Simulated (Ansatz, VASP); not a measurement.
# Re2B3: VASP beside Ansatz

```
CELL_PARAMETERS angstrom
1.51941 0.87723 5.93694
-1.51941 0.87723 5.93694
0.00000 -1.75446 5.93694
ATOMIC_POSITIONS crystal
Re 0.41180 0.41180 0.41180
Re 0.58820 0.58820 0.58820
B 0.00000 0.00000 0.00000
B 0.16062 0.16062 0.16062
B 0.83938 0.83938 0.83938
```

Alike in both runs: functional PBE; k mesh 12 × 12 × 12; occupations gaussian, width 0.1 eV; no spin polarisation.

Ansatz relaxed the structure, and its values are those at the end. VASP's run is a single point on that final structure, the one shown.

```csv
,VASP,Ansatz
version,VASP 6.6.1,Ansatz 0.2.0
potentials or method,"VASP PAW PBE potentials, release 64 (Re_sv_GW, B), cutoff 560 eV","scalar-relativistic, plane waves, PAW"
valence electrons in the cell,39,39
```

|  | VASP | Ansatz | Ansatz less VASP |
| --- | --- | --- | --- |
| gap on the k mesh at the Fermi level (eV) | none | none | - |
| pressure (GPa) | -0.7 | 0.0 | +0.74 |
| rms of the force components (eV/Å) | 0.004 | 0.002 | -0.0020 |

A gap of «none» marks a metal or a gap that the smearing closes.

Spin-orbit coupling is off throughout.
